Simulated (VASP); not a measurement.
# CaF4 (I4/mmm) in VASP: single point with PBE+D3(BJ)

Aim: the single point of CaF4 with PBE+D3(BJ).

Everything below comes from runs of VASP 6.6.1. Logs are shortened: lines on timing, memory, paths and dates and some standing lists are left out, and cuts for length are marked.

## Step 1: The cell of the first run

Symmetry: I4/mmm, No. 139, tetragonal system. Conventional cell: a = 4.496 Å, b = 4.496 Å, c = 7.248 Å, α = 90.00°, β = 90.00°, γ = 90.00°. Ca (site symmetry 4/mmm) has 6 F at 2.25 to 2.31 Å within 3.0 Å. F (site symmetry 4mm) has 1 Ca at 2.31 Å and 5 F at 2.60 to 2.62 Å within 3.1 Å. F (site symmetry mmm) has 2 Ca at 2.25 Å and 4 F at 2.60 Å within 3.0 Å.

## Step 2: Single point, PBE+D3(BJ), collinear spin

INCAR reads:

```
ALGO = Normal
EDIFF = 1E-6
ENCUT = 520
GGA = PE
ISIF = 2
ISMEAR = 0
ISPIN = 2
IVDW = 12
LASPH = T
LCHARG = F
LORBIT = 11
LREAL = F
LWAVE = F
MAGMOM = 0 0.63 0.63 0.46 0.46
NBANDS = 31
NELM = 150
PREC = Accurate
SIGMA = 0.1
```

KPOINTS reads:

```
k-points
0
Gamma
  12 12 12
```

POSCAR reads:

```
CaF4
1.0
   -2.2481549598      2.2481549598      3.6240595243
    2.2481549598     -2.2481549598      3.6240595243
    2.2481549598      2.2481549598     -3.6240595243
Ca F
1 4
Direct
    0.0000000000      0.0000000000      0.0000000000
    0.3192314429      0.3192314429      0.0000000000
    0.6807685571      0.6807685571      0.0000000000
    0.5000000000      0.0000000000      0.5000000000
    0.0000000000      0.5000000000      0.5000000000
```

Potentials or basis: VASP PAW PBE potentials, release 64 (Ca_sv, F).

The run is started by

```console
$ cat potpaw_PBE.64/Ca_sv/POTCAR potpaw_PBE.64/F/POTCAR > POTCAR
$ mpirun -np 1 vasp_std > vasp.out
```

OUTCAR:

```text
EDIFF = 1E-6
   ENCUT = 520
   GGA = PE
   ISIF = 2
   ISMEAR = 0
   ISPIN = 2
   IVDW = 12
   LASPH = T
   LORBIT = 11
   LREAL = F
   NELM = 150
   PREC = Accurate
 IVDW          = 12

 ion  position               nearest neighbor table
   1  0.000  0.000  0.000-   4 2.25   5 2.25   5 2.25   4 2.25   2 2.31   3 2.31
   2  0.319  0.319  0.000-   1 2.31
   3  0.681  0.681  0.000-   1 2.31
   4  0.500  0.000  0.500-   1 2.25   1 2.25
   5  0.000  0.500  0.500-   1 2.25   1 2.25

  LATTYP: Found a body centered tetragonal cell.
 ALAT       =     4.4963099196
 C/A-ratio  =     1.6120150030

  Lattice vectors:

 A1 = (  -2.2481549598,   2.2481549598,   3.6240595243)
 A2 = (   2.2481549598,  -2.2481549598,   3.6240595243)
 A3 = (   2.2481549598,   2.2481549598,  -3.6240595243)

Analysis of symmetry for initial positions (statically):
=====================================================================
 Subroutine PRICEL returns:
 Original cell was already a primitive cell.

 Routine SETGRP: Setting up the symmetry group for a
 body centered tetragonal supercell.

 Subroutine GETGRP returns: Found 16 space group operations
 (whereof 16 operations were pure point group operations)
 out of a pool of 16 trial point group operations.

The static configuration has the point symmetry D_4h.

Analysis of symmetry for dynamics (positions and initial velocities):
=====================================================================
 Subroutine PRICEL returns:
 Original cell was already a primitive cell.

 Routine SETGRP: Setting up the symmetry group for a
 body centered tetragonal supercell.

 Subroutine GETGRP returns: Found 16 space group operations
 (whereof 16 operations were pure point group operations)
 out of a pool of 16 trial point group operations.

The dynamic configuration has the point symmetry D_4h.

Analysis of structural, dynamic, and magnetic symmetry:
=====================================================================
 Subroutine PRICEL returns:
 Original cell was already a primitive cell.

 Routine SETGRP: Setting up the symmetry group for a
 body centered tetragonal supercell.

 Subroutine GETGRP returns: Found 16 space group operations
 (whereof 16 operations were pure point group operations)
 out of a pool of 16 trial point group operations.

The overall configuration has the point symmetry D_4h.

 Subroutine INISYM returns: Found 16 space group operations
 (whereof 16 operations are pure point group operations),
 and found     1 'primitive' translations

----------------------------------------------------------------------------------------

                                     Primitive cell

  volume of cell :      73.2669

  direct lattice vectors                    reciprocal lattice vectors
    -2.248154960  2.248154960  3.624059524     0.000000000  0.222404598  0.137966829
     2.248154960 -2.248154960  3.624059524     0.222404598  0.000000000  0.137966829
     2.248154960  2.248154960 -3.624059524     0.222404598  0.222404598  0.000000000

  length of vectors
     4.821017412  4.821017412  4.821017412     0.261722470  0.261722470  0.314527599

  position of ions in fractional coordinates (direct lattice)
     0.000000000  0.000000000  0.000000000
     0.319231443  0.319231443  0.000000000
     0.680768557  0.680768557  0.000000000
     0.500000000  0.000000000  0.500000000
     0.000000000  0.500000000  0.500000000

  ion indices of the primitive-cell ions
   primitive index   ion index
                 1           1
                 2           2
                 3           3
                 4           4
                 5           5

----------------------------------------------------------------------------------------

 KPOINTS: k-points

Automatic generation of k-mesh.
 Grid dimensions read from file:
 generate k-points for:   12   12   12

 Generating k-lattice:

  Cartesian coordinates                     Fractional coordinates (reciprocal lattice)
     0.000000000  0.018533716  0.011497236     0.083333333  0.000000000 -0.000000000
     0.018533716  0.000000000  0.011497236     0.000000000  0.083333333 -0.000000000
     0.018533716  0.018533716  0.000000000     0.000000000  0.000000000  0.083333333

  Length of vectors
     0.021810206  0.021810206  0.026210633

  Shift w.r.t. Gamma in fractional coordinates (k-lattice)
     0.000000000  0.000000000  0.000000000

 Subroutine IBZKPT returns following result:
 ===========================================

 Found    163 irreducible k-points:

 Following reciprocal coordinates:
            Coordinates               Weight
  0.000000  0.000000  0.000000      1.000000
  0.083333  0.000000 -0.000000      8.000000
  0.166667 -0.000000  0.000000      8.000000
  0.250000  0.000000  0.000000      8.000000
  0.333333 -0.000000  0.000000      8.000000
  0.416667 -0.000000  0.000000      8.000000
[... 16 lines left out ...]
  0.500000  0.166667  0.000000     16.000000
 -0.416667  0.166667  0.000000     16.000000
 [... further k-points ...]
   k-points           NKPTS =    163   k-points in BZ     NKDIM =    163   number of bands    NBANDS=     31
   number of dos      NEDOS =    301   number of ions     NIONS =      5
   total plane-waves  NPLWV =  46656
   dimension x,y,z NGX =    36 NGY =   36 NGZ =   36
   dimension x,y,z NGXF=    72 NGYF=   72 NGZF=   72
   ions per type =               1   4
   NGX,Y,Z   is equivalent  to a cutoff of  12.41, 12.41, 12.41 a.u.
   NGXF,Y,Z  is equivalent  to a cutoff of  24.83, 24.83, 24.83 a.u.
 SYSTEM =  unknown system
   PREC   = accura    normal or accurate (medium, high low for compatibility)
   ISTART =      0    job   : 0-new  1-cont  2-samecut
   ICHARG =      2    charge: 1-file 2-atom 10-const
   ISPIN  =      2    spin polarized calculation?
   LNONCOLLINEAR =      F non collinear calculations
   LSORBIT =      F    spin-orbit coupling
   LASPH  =      T    aspherical Exc in radial PAW
   ENCUT  =  520.0 eV  38.22 Ry    6.18 a.u.   8.96  8.96  8.96*2*pi/ulx,y,z
   NELM   =    150;   NELMIN=  2; NELMDL= -5     # of ELM steps
   EDIFF  = 0.1E-05   stopping-criterion for ELM
   LREAL  =      F    real-space projection
   EDIFFG = 0.1E-04   stopping-criterion for IOM
   NSW    =      0    number of steps for IOM
   IBRION =     -1    ionic relax: 0-MD 1-quasi-New 2-CG
   NFREE  =      0    steps in history (QN), initial steepest desc. (CG)
   ISIF   =      2    stress and relaxation
   ISYM   =      2    0-nonsym 1-usesym 2-fastsym
   POTIM  = 0.5000    time-step for ionic-motion
   TEBEG  =    0.0;   TEEND  =   0.0 temperature during run
   PSTRESS=    0.0 pullay stress
   NELECT =      38.0000    total number of electrons
   NUPDOWN=      -1.0000    fix difference up-down
   EMIN   =  10.00;   EMAX   =-10.00  energy-range for DOS
   EFERMI =   0.00;   METHOD = LEGACY
   ISMEAR =     0;   SIGMA  =   0.10  broadening in eV -4-tet -1-fermi 0-gaus
   EFERMI_NEDOS =   21; number of points for ismear=-14 and -15
   IALGO  =     38    algorithm
   IMIX   =      4    mixing-type and parameters
     AMIX     =   0.40;   BMIX     =  1.00
     AMIX_MAG =   1.60;   BMIX_MAG =  1.00
  volume/ion in A,a.u.               =      14.65        98.89
  Fermi-wavevector in a.u.,A,eV,Ry     =   1.315326  2.485606 23.539204  1.730083
  Thomas-Fermi vector in A             =   2.445517
   LORBIT       =     11    0 simple, 1 ext, 2 COOP (PROOUT), +10 PAW based schemes
   GGA     = PE    functional components
   LHFCALC =     F    Hartree Fock is set to
   AEXX    =    0.0000 exact exchange contribution
   IVDW    =    12    specifies the selected vdW correction
   LEPSILON=     F    determine dielectric tensor
   LRPA    =     F    only Hartree local field effects (RPA)
 spin polarized calculation
 Gauss-broadening in eV      SIGMA  =   0.10
  energy-cutoff  :      520.00
  volume of cell :       73.27
 maximum number of plane-waves:      2000
   NGX = 17   NGY = 17   NGZ = 17

 number of electron      38.0000012 magnetization       1.9999999

 Free energy of the ion-electron system (eV)
  ---------------------------------------------------
  ext. energy  EPLUGINS =         0.00000000
  ---------------------------------------------------
  free energy    TOTEN  =       -19.25263069 eV

  energy without entropy =      -19.22403118  energy(sigma->0) =      -19.23833093

 E-fermi :  -2.9126     XC(G=0):  -8.8765

 val. band max:       -2.9129506532   @ k =   0.3333   0.3333   0.0000
 cond. band min:      -2.9117316776   @ k =  -0.4167   0.5000   0.2500
 fundamental gap:      0.0012189756
 Fermi energy:        -2.9126405711

 spin component 1

 k-point     1 :       0.0000    0.0000    0.0000
  band No.  band energies     occupation
      1     -39.0540      1.00000
      2     -23.7504      1.00000
      3     -23.3573      1.00000
      4     -23.2711      1.00000
      5     -23.0307      1.00000
      6     -20.1505      1.00000
[... 805 lines left out ...]
     30      13.9460      0.00000
     31      14.6077      0.00000

 [... further k-points ...]

 spin component 2

 k-point     1 :       0.0000    0.0000    0.0000
  band No.  band energies     occupation
      1     -39.0615      1.00000
      2     -22.9316      1.00000
      3     -22.6137      1.00000
      4     -22.3109      1.00000
      5     -22.0979      1.00000
      6     -20.1571      1.00000
[... 805 lines left out ...]
     30      14.1369      0.00000
     31      14.7843      0.00000

 [... further k-points ...]

------------------------ aborting loop because EDIFF is reached ----------------------------------------

 Edisp (eV)   -0.45156

 E8    (eV) :    -0.1702

  FORCE on cell =-STRESS in cart. coord.  units (eV):
  Direction    XX          YY          ZZ          XY          YZ          ZX
  --------------------------------------------------------------------------------------
  -------------------------------------------------------------------------------------
  Total      -0.00145    -0.00145    -0.00845     0.00000    -0.00000     0.00000
  in kB      -0.03163    -0.03163    -0.18471     0.00000    -0.00000     0.00000
  external pressure =       -0.08 kB  Pullay stress =        0.00 kB

 VOLUME and BASIS-vectors are now :
 -----------------------------------------------------------------------------
  energy-cutoff  :      520.00
  volume of cell :       73.27
      direct lattice vectors                 reciprocal lattice vectors
    -2.248154960  2.248154960  3.624059524     0.000000000  0.222404598  0.137966829
     2.248154960 -2.248154960  3.624059524     0.222404598  0.000000000  0.137966829
     2.248154960  2.248154960 -3.624059524     0.222404598  0.222404598  0.000000000

 POSITION                                       TOTAL-FORCE (eV/Angst)
 -----------------------------------------------------------------------------------
      0.00000      0.00000      0.00000         0.000000      0.000000     -0.000000
      0.00000      0.00000      2.31383         0.000000      0.000000      0.034760
      0.00000      0.00000      4.93429        -0.000000     -0.000000     -0.034760
      0.00000      2.24815      0.00000         0.000000      0.000000     -0.000000
      2.24815      0.00000      0.00000         0.000000      0.000000     -0.000000
 -----------------------------------------------------------------------------------
    total drift:                                0.000000      0.000000     -0.000000

  FREE ENERGIE OF THE ION-ELECTRON SYSTEM (eV)
  ---------------------------------------------------
  free  energy   TOTEN  =       -19.7041918506 eV

  energy  without entropy=      -19.6755923381  energy(sigma->0) =      -19.68989209

 total charge

# of ion       s       p       d       tot
------------------------------------------
    1        2.022   5.874   0.219   8.115
    2        1.753   4.155   0.000   5.908
    3        1.753   4.155   0.000   5.908
    4        1.748   4.234   0.000   5.982
    5        1.748   4.234   0.000   5.982
--------------------------------------------------
tot          9.023  22.652   0.219  31.894

 magnetization (x)

# of ion       s       p       d       tot
------------------------------------------
    1       -0.001  -0.001  -0.008  -0.010
    2        0.003   0.521   0.000   0.524
    3        0.003   0.521   0.000   0.524
    4        0.002   0.382   0.000   0.384
    5        0.002   0.382   0.000   0.384
--------------------------------------------------
tot          0.009   1.806  -0.008   1.806
```

Wall time 7 min (1 thread of Oxide Virtual Turin-like, shared host); peak memory 0.58 GiB.

Results:

```yaml
Free_energy: -19.7042 eV
Pressure: 0.0 GPa
Largest_force: 0.035 eV/Å
Band_gap_on_the_k_mesh: zero (filled and empty bands overlap)
Net_moment: 2.00 μB per cell
Site_moments: Ca -0.01; F +0.52, +0.38 (each value once) μB
Valence_electrons_inside_the_program's_atomic_spheres: Ca 8.12; F 5.91, 5.98 (each value once)
Dispersion_energy_per_atom: -0.090 eV
```

Forces on the atoms (eV/Å):
```
Ca   0.000  0.000  0.000
F    0.000  0.000  0.035
F    0.000  0.000 -0.035
F    0.000  0.000  0.000
F    0.000  0.000  0.000
```
